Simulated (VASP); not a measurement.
Input of a VASP 6.6.1 run:

The input INCAR:

```
  PREC = Accurate
  ENCUT = 520
  EDIFF = 1E-6
  ISMEAR = 0
  SIGMA = 0.1
  LREAL = False
  LASPH = True
  NELM = 150
  ALGO = Normal
  ISIF = 2
  LWAVE = False
  LCHARG = False
  ISPIN = 2
  MAGMOM = 2.33 -0.24 -1.05
  LORBIT = 11
  LMAXMIX = 4
  GGA = PE
  NBANDS = 24
```

KPOINTS

```
regular mesh
0
Gamma
  12 12 8
```

File POSCAR:

```
VTeSe
1.0
    4.6054467388      0.0000000000      0.0000000000
   -2.3027233694      3.9884338716      0.0000000000
    0.0000000000      0.0000000000      3.5616893979
V Te Se
1 1 1
Direct
    0.3333333333      0.6666666667      0.5000000000
    0.6666666667      0.3333333333      0.5000000000
    0.0000000000      0.0000000000      0.0000000000
```

Potentials or basis: VASP PAW PBE potentials, release 64 (V_sv, Te, Se).

Launch:

```console
$ cat potpaw_PBE.64/V_sv/POTCAR potpaw_PBE.64/Te/POTCAR potpaw_PBE.64/Se/POTCAR > POTCAR
$ mpirun -np 1 vasp_std > vasp.out
```

Estimate the site moments.

V +1.79; Te -0.18; Se -0.18 μB.

Estimate the pressure.

0.0 GPa.

What does it give for the net moment?

1.53 μB per cell.

Stress tensor (GPa, compression positive):
```
 0.01  0.00  0.00
 0.00  0.01  0.00
 0.00  0.00 -0.08
```
